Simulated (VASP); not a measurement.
A run of VASP 6.6.1 is set up as follows.

The input INCAR:

```
ALGO     = Normal         # electronic algorithm
EDIFF    = 1E-6           # SCF threshold, eV
EDIFFG   = -0.001         # ionic threshold
ENCUT    = 600            # plane-wave cutoff, eV
GGA      = PE             # functional
IBRION   = 2              # ionic algorithm
ISIF     = 3              # what is computed and relaxed
ISMEAR   = 0              # smearing method
IVDW     = 12             # dispersion correction
LASPH    = True           # aspherical terms in the spheres
LCHARG   = False          # write CHGCAR
LREAL    = False          # projectors in reciprocal space
LWAVE    = False          # write WAVECAR
NELM     = 100            # most SCF steps
NSW      = 80             # ionic steps
PREC     = Accurate       # precision mode
SIGMA    = 0.01           # smearing width, eV
```

KPOINTS

```
k-points
0
Gamma
  12 12 4
```

POSCAR

```
WS2
1.0
    3.1537892925      0.0000000000      0.0000000000
   -1.5768946462      2.7312616455      0.0000000000
    0.0000000000      0.0000000000     12.1432923248
W S
2 4
Direct
    0.3333333333      0.6666666667      0.2500000000
    0.6666666667      0.3333333333      0.7500000000
    0.3333333333      0.6666666667      0.6203061930
    0.6666666667      0.3333333333      0.1203061930
    0.3333333333      0.6666666667      0.8796938070
    0.6666666667      0.3333333333      0.3796938070
```

Potentials or basis: VASP PAW PBE potentials, release 64 (W_sv, S).

Command:

```bash
$ cat potpaw_PBE.64/W_sv/POTCAR potpaw_PBE.64/S/POTCAR > POTCAR
$ mpirun -np 1 vasp_std > vasp.out
```

(1) Estimate the relaxed volume.

(2) Predict the dispersion energy per atom.

(3) Predict the relaxed cell.

(4) Estimate the space group after relaxing (to 0.05 Å).

Results:

(1) 17.44 Å³/atom.

(2) -0.435 eV.

(3) a = 3.154 Å, b = 3.154 Å, c = 12.142 Å, α = 90.00°, β = 90.00°, γ = 120.00°.

(4) P6_3/mmc (No. 194).
